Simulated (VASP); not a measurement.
Set up this calculation in VASP 6.6.1, as the native input.

```yaml
Task: single point
Functional: PBE
Potentials_or_basis: VASP PAW PBE potentials, release 64 (Al, N)
Cutoff: 600 eV
k_mesh: 6 × 1 × 5
Occupations: methfessel-paxton, width 0.0013 eV
Spin: no spin polarisation
Dipole_correction: no
Further_INCAR_settings: ALGO = Normal; EDIFF = 1e-06; NBANDS = 11; ISYM = 0
```

The structure of AlN lies in POSCAR:

```
AlN
1.0
    0.0000000000      2.0345180000      2.0345180000
    2.0345180000      0.0000000000      2.0345180000
    2.0345180000      2.0345180000      0.0000000000
Al N
1 1
Direct
    0.4877120773      0.5122879227      0.5122879227
    0.0000000000      0.0000000000      0.0000000000
```

These files were run (other wordings do the same):

INCAR

```
SYSTEM = AlN
  PREC = Accurate
  ENCUT = 600
  EDIFF = 1E-6
  ISMEAR = 1
  SIGMA = 0.0013
  LREAL = .FALSE.
  LASPH = .TRUE.
  NELM = 120
  ALGO = Normal
  ISIF = 2
  LWAVE = .FALSE.
  LCHARG = .FALSE.
  GGA = PE
  ISYM = 0
  NBANDS = 11
  GGA_COMPAT = .FALSE.
```

KPOINTS

```
regular mesh
0
G
  6 1 5
  0 0 0
```

Potentials or basis: VASP PAW PBE potentials, release 64 (Al, N).

The run is started by

```sh
$ cat potpaw_PBE.64/Al/POTCAR potpaw_PBE.64/N/POTCAR > POTCAR
$ mpirun -np 1 vasp_std > vasp.out
```

It gave:

```
Pressure               : 19.7 GPa
Largest force          : 0.274 eV/Å
Band gap on the k mesh : 4.47 eV, indirect (least direct gap 5.18 eV)
```

Caveat: the k points lie up to 2.67 Å⁻¹ apart.

Run time: 4.9 s on 1 thread of AMD EPYC 7R43 64-Core Processor (Zen 3) (shared host), peak memory 0.1 GiB.
